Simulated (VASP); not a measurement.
**Sn: single point with PBE**

The system is Sn.

```
Sn
1.0
     0.00000    3.23334    3.23334
     3.23334    0.00000    3.23334
     3.23334    3.23334    0.00000
Sn
2
Cartesian
  0.0000 0.0000 0.0000
  1.6167 1.6167 1.6167
```

- Program: VASP 6.6.1
- Task: single point
- Functional: PBE
- Potentials or basis: VASP PAW PBE potentials, release 64 (Sn_d)
- Cutoff: 520 eV
- k mesh: 7 × 7 × 7
- Occupations: methfessel-paxton, width 0.05 eV
- Spin: no spin polarisation

```
Pressure               : 3.8 GPa
Band gap on the k mesh : zero (band 14 reaches 5.84 eV, above the bottom of band 15 at 5.80 eV)
```

Levels at points of the mesh, in eV from the Fermi level:
| k point | band 12 | band 13 | band 14 | band 15 | band 16 | band 17 |
| --- | --- | --- | --- | --- | --- | --- |
| (0.00, 0.00, 0.00) | -0.59 | 0.05 | 0.05 | 0.05 | 2.13 | 2.13 |

Wall time 12 s on 1 thread of Intel(R) Xeon(R) 6975P-C (Granite Rapids), on a shared host, peak memory 0.2 GiB.

Caveat: spin-orbit coupling is left out, which moves the levels of the heavy elements.
